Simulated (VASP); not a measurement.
# BaTiO3 (Cm) in VASP: single point with r2SCAN

Aim: the single point of BaTiO3 with r2SCAN.

Everything below comes from runs of VASP 6.6.1. Logs are shortened: lines on timing, memory, paths and dates and some standing lists are left out, and cuts for length are marked.

### 1 The cell of the first run

Symmetry: Cm, No. 8, monoclinic system. Conventional cell: a = 5.701 Å, b = 5.680 Å, c = 14.071 Å, α = 90.00°, β = 90.25°, γ = 90.00°. Ba (site symmetry m) has 8 O at 2.78 to 2.93 Å and 4 Ti at 3.40 to 3.51 Å within 3.7 Å. Within 3.7 Å of Ba (site symmetry m) lie 12 O at 2.78 to 2.93 Å and 8 Ti at 3.40 to 3.59 Å. Ba (site symmetry m) has 12 O at 2.78 to 2.93 Å and 8 Ti at 3.40 to 3.59 Å within 3.7 Å. Within 2.5 Å of Ti (site symmetry m) lie 5 O at 1.87 to 2.16 Å. Within 2.5 Å of Ti (site symmetry m) lie 6 O at 1.87 to 2.16 Å. Ti (site symmetry m) has 6 O at 1.87 to 2.16 Å within 2.5 Å. Within 2.5 Å of O (site symmetry 1) lie 2 Ti at 1.87 to 2.16 Å. O (site symmetry 1) has 2 Ti at 1.87 to 2.16 Å within 2.5 Å.

### 2 Single point, r2SCAN (the distance across one plane changed)

Input file POSCAR:

```
BaTiO3
1.0
    2.8400536680     -1.6397057497     -2.3314328258
    0.0000000000      3.2794114995     -2.3314328258
    9.9369098182      5.7370775585      8.1448477941
Ba Ti O
3 3 9
Direct
    0.9958088887      0.9958088887      0.7882288266
    0.9968290351      0.9968290351      0.2163201840
    0.9963189619      0.9963189619      0.5022745053
    0.4836144574      0.4836144574      0.0771927541
    0.4831043843      0.4831043843      0.3631470754
    0.4825943111      0.4825943111      0.6491013967
    0.5101221680      0.0197160781      0.0696166241
    0.5096120949      0.0192060050      0.3555709454
    0.5091020217      0.0186959318      0.6415252667
    0.0197160781      0.5101221680      0.0696166241
    0.0192060050      0.5096120949      0.3555709454
    0.0186959318      0.5091020217      0.6415252667
    0.5098720250      0.5098720250      0.2098503647
    0.5093619519      0.5093619519      0.4958046860
    0.5088518787      0.5088518787      0.7817590073
```

Input file INCAR.step1:

```
SYSTEM = BaTiO3
PREC = Accurate
ENCUT = 520
ISMEAR = 0
SIGMA = 0.05
LREAL = Auto
LASPH = .True.
NELM = 100
NBANDS = 73
GGA = PE
ALGO = Normal
EDIFF = 1E-4
LWAVE = .True.
LCHARG = .False.
```

Input file INCAR.step2:

```
SYSTEM = BaTiO3
PREC = Accurate
ENCUT = 520
EDIFF = 1E-6
ISMEAR = 0
SIGMA = 0.05
LREAL = Auto
LASPH = .True.
NELM = 100
ALGO = Normal
ISIF = 2
LWAVE = .False.
LCHARG = .False.
METAGGA = R2SCAN
LMIXTAU = .True.
NBANDS = 73
ISTART = 1
```

Input file KPOINTS:

```
regular mesh
0
Gamma
  6 6 2
  0 0 0
```

Potentials or basis: VASP PAW PBE potentials, release 64 (Ba_sv, Ti_sv, O).

Command:

```bash
$ cat potpaw_PBE.64/Ba_sv/POTCAR potpaw_PBE.64/Ti_sv/POTCAR potpaw_PBE.64/O/POTCAR > POTCAR
$ cp INCAR.step1 INCAR
$ mpirun -np 1 vasp_std > vasp.out
$ cp INCAR.step2 INCAR
$ mpirun -np 1 vasp_std > vasp.out
```

OUTCAR:

```text
SYSTEM = BaTiO3
   PREC = Accurate
   ENCUT = 520
   EDIFF = 1E-6
   ISMEAR = 0
   LREAL = Auto
   LASPH = .True.
   NELM = 100
   ISIF = 2
   METAGGA = R2SCAN
   ISTART = 1

 ion  position               nearest neighbor table
   1  0.996  0.996  0.788-  15 2.78   9 2.84  12 2.84  15 2.84  15 2.84   9 2.93  12 2.93  15 2.93
                             6 3.40   6 3.45   6 3.45   6 3.51   3 4.02
   2  0.997  0.997  0.216-   8 2.78  11 2.78  13 2.78   7 2.84  10 2.84  13 2.84  13 2.84   8 2.84
                            11 2.84   7 2.93  13 2.93  10 2.93   4 3.40   4 3.45   5 3.45   4 3.45
   3  0.996  0.996  0.502-  14 2.78   9 2.78  12 2.78   8 2.84  11 2.84  14 2.84  14 2.84   9 2.84
                            12 2.84   8 2.93  11 2.93  14 2.93   5 3.40   5 3.45   5 3.45   6 3.45
   4  0.484  0.484  0.077-  10 1.87   7 1.87  13 1.87  10 2.16   7 2.16   2 3.40   2 3.45   2 3.45
                             2 3.51
   5  0.483  0.483  0.363-  11 1.87   8 1.87  14 1.87  13 2.16  11 2.16   8 2.16   3 3.40   3 3.45
                             3 3.45   2 3.45   3 3.51   2 3.51   2 3.51   2 3.59
   6  0.483  0.483  0.649-  12 1.87   9 1.87  15 1.87  14 2.16  12 2.16   9 2.16   1 3.40   1 3.45
                             1 3.45   3 3.45   1 3.51   3 3.51   3 3.51   3 3.59
   7  0.510  0.020  0.070-   4 1.87   4 2.16   2 2.84   2 2.93
   8  0.510  0.019  0.356-   5 1.87   5 2.16   2 2.78   3 2.84   2 2.84   3 2.93
   9  0.509  0.019  0.642-   6 1.87   6 2.16   3 2.78   1 2.84   3 2.84   1 2.93
  10  0.020  0.510  0.070-   4 1.87   4 2.16   2 2.84   2 2.93
  11  0.019  0.510  0.356-   5 1.87   5 2.16   2 2.78   3 2.84   2 2.84   3 2.93
  12  0.019  0.509  0.642-   6 1.87   6 2.16   3 2.78   1 2.84   3 2.84   1 2.93
  13  0.510  0.510  0.210-   4 1.87   5 2.16   2 2.78   2 2.84   2 2.84   2 2.93
  14  0.509  0.509  0.496-   5 1.87   6 2.16   3 2.78   3 2.84   3 2.84   3 2.93
  15  0.509  0.509  0.782-   6 1.87   1 2.78   1 2.84   1 2.84   1 2.93

  LATTYP: Found a base centered monoclinic cell.
 ALAT       =     5.7006013602
 B/A-ratio  =     0.9964049364
 C/A-ratio  =     2.4683469249
 COS(beta)  =    -0.0043615441

  Lattice vectors:

 A1 = (   2.8400536680,  -1.6397057497,  -2.3314328258)
 A2 = (   0.0000000000,   3.2794114995,  -2.3314328258)
 A3 = (   9.9369098182,   5.7370775585,   8.1448477941)

Analysis of symmetry for initial positions (statically):
=====================================================================
 Subroutine PRICEL returns:
 Original cell was already a primitive cell.

 Routine SETGRP: Setting up the symmetry group for a
 base centered monoclinic supercell.

 Subroutine GETGRP returns: Found  2 space group operations
 (whereof  2 operations were pure point group operations)
 out of a pool of  4 trial point group operations.

The static configuration has the point symmetry C_1h.

Analysis of symmetry for dynamics (positions and initial velocities):
=====================================================================
 Subroutine PRICEL returns:
 Original cell was already a primitive cell.

 Routine SETGRP: Setting up the symmetry group for a
 base centered monoclinic supercell.

 Subroutine GETGRP returns: Found  2 space group operations
 (whereof  2 operations were pure point group operations)
 out of a pool of  4 trial point group operations.

The dynamic configuration has the point symmetry C_1h.

 Subroutine INISYM returns: Found  2 space group operations
 (whereof  2 operations are pure point group operations),
 and found     1 'primitive' translations

----------------------------------------------------------------------------------------

                                     Primitive cell

  volume of cell :     227.8085

  direct lattice vectors                    reciprocal lattice vectors
     2.840053668 -1.639705750 -2.331432826     0.175963211 -0.101696099 -0.143046522
     0.000000000  3.279411500 -2.331432826    -0.000089800  0.203236661 -0.143046522
     9.936909818  5.737077559  8.144847794     0.050343119  0.029065613  0.040883917

  length of vectors
     4.023694671  4.023694671 14.071061838     0.248530593  0.248530593  0.071068518

  position of ions in fractional coordinates (direct lattice)
     0.995808889  0.995808889  0.788228827
     0.996829035  0.996829035  0.216320184
     0.996318962  0.996318962  0.502274505
     0.483614457  0.483614457  0.077192754
     0.483104384  0.483104384  0.363147075
     0.482594311  0.482594311  0.649101397
     0.510122168  0.019716078  0.069616624
     0.509612095  0.019206005  0.355570945
     0.509102022  0.018695932  0.641525267
     0.019716078  0.510122168  0.069616624
     0.019206005  0.509612095  0.355570945
     0.018695932  0.509102022  0.641525267
     0.509872025  0.509872025  0.209850365
     0.509361952  0.509361952  0.495804686
     0.508851879  0.508851879  0.781759007

  ion indices of the primitive-cell ions
   primitive index   ion index
                 1           1
                 2           2
                 3           3
                 4           4
                 5           5
                 6           6
                 7           7
                 8           8
                 9           9
                10          10
                11          11
                12          12
                13          13
                14          14
                15          15

----------------------------------------------------------------------------------------

 KPOINTS: regular mesh

Automatic generation of k-mesh.
 Grid dimensions read from file:
 generate k-points for:    6    6    2

 Generating k-lattice:

  Cartesian coordinates                     Fractional coordinates (reciprocal lattice)
     0.029327202 -0.016949350 -0.023841087     0.166666667  0.000000000  0.000000000
    -0.000014967  0.033872777 -0.023841087    -0.000000000  0.166666667  0.000000000
     0.025171560  0.014532807  0.020441959    -0.000000000  0.000000000  0.500000000

  Length of vectors
     0.041421766  0.041421766  0.035534259

  Shift w.r.t. Gamma in fractional coordinates (k-lattice)
     0.000000000  0.000000000  0.000000000

 Subroutine IBZKPT returns following result:
 ===========================================

 Found     26 irreducible k-points:

 Following reciprocal coordinates:
            Coordinates               Weight
  0.000000  0.000000  0.000000      1.000000
  0.166667  0.000000 -0.000000      4.000000
  0.333333  0.000000 -0.000000      4.000000
  0.500000  0.000000  0.000000      2.000000
  0.166667  0.166667 -0.000000      2.000000
  0.333333  0.166667 -0.000000      4.000000
[... 16 lines left out ...]
  0.333333  0.333333  0.500000      2.000000
  0.500000  0.333333  0.500000      4.000000
 [... further k-points ...]
   k-points           NKPTS =     26   k-points in BZ     NKDIM =     26   number of bands    NBANDS=     73
   number of dos      NEDOS =    301   number of ions     NIONS =     15
   total plane-waves  NPLWV =  97200
   dimension x,y,z NGX =    30 NGY =   30 NGZ =  108
   dimension x,y,z NGXF=    60 NGYF=   60 NGZF=  216
   ions per type =               3   3   9
   NGX,Y,Z   is equivalent  to a cutoff of  12.40, 12.40, 12.76 a.u.
   NGXF,Y,Z  is equivalent  to a cutoff of  24.79, 24.79, 25.52 a.u.
 SYSTEM =  BaTiO3
   PREC   = accura    normal or accurate (medium, high low for compatibility)
   ISTART =      1    job   : 0-new  1-cont  2-samecut
   ICHARG =      0    charge: 1-file 2-atom 10-const
   ISPIN  =      1    spin polarized calculation?
   LNONCOLLINEAR =      F non collinear calculations
   LSORBIT =      F    spin-orbit coupling
   LASPH  =      T    aspherical Exc in radial PAW
   ENCUT  =  520.0 eV  38.22 Ry    6.18 a.u.   7.48  7.48 26.16*2*pi/ulx,y,z
   NELM   =    100;   NELMIN=  2; NELMDL=  0     # of ELM steps
   EDIFF  = 0.1E-05   stopping-criterion for ELM
   LREAL  =      T    real-space projection
   EDIFFG = 0.1E-04   stopping-criterion for IOM
   NSW    =      0    number of steps for IOM
   IBRION =     -1    ionic relax: 0-MD 1-quasi-New 2-CG
   NFREE  =      0    steps in history (QN), initial steepest desc. (CG)
   ISIF   =      2    stress and relaxation
   ISYM   =      2    0-nonsym 1-usesym 2-fastsym
   POTIM  = 0.5000    time-step for ionic-motion
   TEBEG  =    0.0;   TEEND  =   0.0 temperature during run
   PSTRESS=    0.0 pullay stress
   NELECT =     120.0000    total number of electrons
   NUPDOWN=      -1.0000    fix difference up-down
   EMIN   =  10.00;   EMAX   =-10.00  energy-range for DOS
   EFERMI =   0.00;   METHOD = LEGACY
   ISMEAR =     0;   SIGMA  =   0.05  broadening in eV -4-tet -1-fermi 0-gaus
   EFERMI_NEDOS =   21; number of points for ismear=-14 and -15
   IALGO  =     38    algorithm
   IMIX   =      4    mixing-type and parameters
     AMIX     =   0.40;   BMIX     =  1.00
     AMIX_MAG =   1.60;   BMIX_MAG =  1.00
  volume/ion in A,a.u.               =      15.19       102.49
  Fermi-wavevector in a.u.,A,eV,Ry     =   1.322143  2.498489 23.783847  1.748063
  Thomas-Fermi vector in A             =   2.451846
   LORBIT       =      0    0 simple, 1 ext, 2 COOP (PROOUT), +10 PAW based schemes
   METAGGA = R2SCAN    functional components
   LHFCALC =     F    Hartree Fock is set to
   AEXX    =    0.0000 exact exchange contribution
   IVDW    =     0    specifies the selected vdW correction
   LEPSILON=     F    determine dielectric tensor
   LRPA    =     F    only Hartree local field effects (RPA)
 non-spin polarized calculation
 Gauss-broadening in eV      SIGMA  =   0.05
  energy-cutoff  :      520.00
  volume of cell :      227.81
 maximum number of plane-waves:      6178
 NGX is ok and might be reduce to    30
   NGX = 15   NGY = 15   NGZ = 53

 number of electron     120.0000021 magnetization

 Free energy of the ion-electron system (eV)
  ---------------------------------------------------
  ext. energy  EPLUGINS =         0.00000000
  ---------------------------------------------------
  free energy    TOTEN  =      -220.96117152 eV

  energy without entropy =     -220.96117152  energy(sigma->0) =     -220.96117152

 E-fermi :   3.7320     XC(G=0): -10.7007

 val. band max:        3.3954012392   @ k =   0.5000   0.5000   0.0000
 cond. band min:       4.7602962952   @ k =   0.0000  -0.0000   0.5000
 fundamental gap:      1.3648950560
 Fermi energy:         3.7320403985

 k-point     1 :       0.0000    0.0000    0.0000
  band No.  band energies     occupation
      1     -56.6024      2.00000
      2     -56.2941      2.00000
      3     -55.8274      2.00000
      4     -31.8328      2.00000
      5     -31.8274      2.00000
      6     -31.7975      2.00000
[... 64 lines left out ...]
     71       6.5201      0.00000
     72       6.6432      0.00000

 k-point     2 :       0.1667    0.0000   -0.0000
  band No.  band energies     occupation
      1     -56.6022      2.00000
      2     -56.2938      2.00000
      3     -55.8272      2.00000
      4     -31.8446      2.00000
      5     -31.8291      2.00000
      6     -31.7969      2.00000
[... 1642 lines left out ...]
 k-point    24 :       0.5000    0.3333    0.5000
  band No.  band energies     occupation
      1     -56.6006      2.00000
      2     -56.2922      2.00000
      3     -55.8257      2.00000
      4     -31.8840      2.00000
      5     -31.8685      2.00000
      6     -31.7932      2.00000
[... 64 lines left out ...]
     71       7.7158      0.00000
     72       7.9992      0.00000

 [... further k-points ...]

 [bands above 72 left out]

------------------------ aborting loop because EDIFF is reached ----------------------------------------

  FORCE on cell =-STRESS in cart. coord.  units (eV):
  Direction    XX          YY          ZZ          XY          YZ          ZX
  --------------------------------------------------------------------------------------
  -------------------------------------------------------------------------------------
  Total       -2.9557494     -2.8859475     -2.5342042     -0.0604502      0.1360161      0.2355950
  in kB      -20.7877858    -20.2968691    -17.8230586     -0.4251464      0.9566012      1.6569393
  external PRESSURE =     -19.6359045 kB  Pullay stress =       0.0000000 kB

 VOLUME and BASIS-vectors are now :
 -----------------------------------------------------------------------------
  energy-cutoff  :      520.00
  volume of cell :      227.81
      direct lattice vectors                 reciprocal lattice vectors
     2.840053668 -1.639705750 -2.331432826     0.175963211 -0.101696099 -0.143046522
     0.000000000  3.279411500 -2.331432826    -0.000089800  0.203236661 -0.143046522
     9.936909818  5.737077559  8.144847794     0.050343119  0.029065613  0.040883917

 POSITION                                       TOTAL-FORCE (eV/Angst)
 -----------------------------------------------------------------------------------
     10.66071      6.15496      1.77668         0.251041      0.144939      0.241688
      4.98060      2.87555     -2.88618        -0.660075     -0.381094     -0.571759
      7.82066      4.51526     -0.55475        -0.280534     -0.161966     -0.249701
      2.14055      1.23585     -1.62631         0.932843      0.538577      1.051934
      4.98060      2.87555      0.70513        -0.388479     -0.224289     -0.414018
      7.82066      4.51526      3.03656         0.197108      0.113801     -0.269183
      2.14055     -0.37240     -0.66827        -0.383440     -0.126432     -0.507649
      4.98060      1.26731      1.66317         0.167929      0.042589      0.194959
      7.82066      2.90701      3.99460         0.275811     -0.070276      0.358433
      0.74777      2.03997     -0.66827        -0.301214     -0.268853     -0.507649
      3.58782      3.67967      1.66317         0.120847      0.124137      0.194959
      6.42788      5.31938      3.99460         0.077044      0.273997      0.358433
      3.53333      2.03997     -0.66827        -0.085475     -0.049349      0.098364
      6.37338      3.67967      1.66317         0.312836      0.180616      0.245662
      9.21344      5.31938      3.99460        -0.236244     -0.136396     -0.224474
 -----------------------------------------------------------------------------------
    total drift:                               -0.009338     -0.005391     -0.012062

  FREE ENERGIE OF THE ION-ELECTRON SYSTEM (eV)
  ---------------------------------------------------
  free  energy   TOTEN  =      -220.9611715159 eV

  energy  without entropy=     -220.9611715159  energy(sigma->0) =     -220.96117152
```

Wall time 77 min (1 thread of Intel Xeon 8259CL, shared host); peak memory 0.5 GiB.

What came out:

```yaml
Free_energy: -220.9612 eV
Pressure: -2.0 GPa
Largest_force: 1.506 eV/Å
Band_gap_on_the_k_mesh: 1.36 eV (least direct gap 2.28 eV)
```

Forces in eV/Å, atoms in the order of the input:
```
Ba   0.251  0.145  0.242
Ba  -0.660 -0.381 -0.572
Ba  -0.281 -0.162 -0.250
Ti   0.933  0.539  1.052
Ti  -0.388 -0.224 -0.414
Ti   0.197  0.114 -0.269
O   -0.383 -0.126 -0.508
O    0.168  0.043  0.195
O    0.276 -0.070  0.358
O   -0.301 -0.269 -0.508
O    0.121  0.124  0.195
O    0.077  0.274  0.358
O   -0.085 -0.049  0.098
O    0.313  0.181  0.246
O   -0.236 -0.136 -0.224
```

Caveat: the cell differs from its parent crystal (the distance across one plane changed); the PAW data sets were made with another functional, which shifts forces and pressure a little; spin-orbit coupling is left out, which moves the levels of the heavy elements.
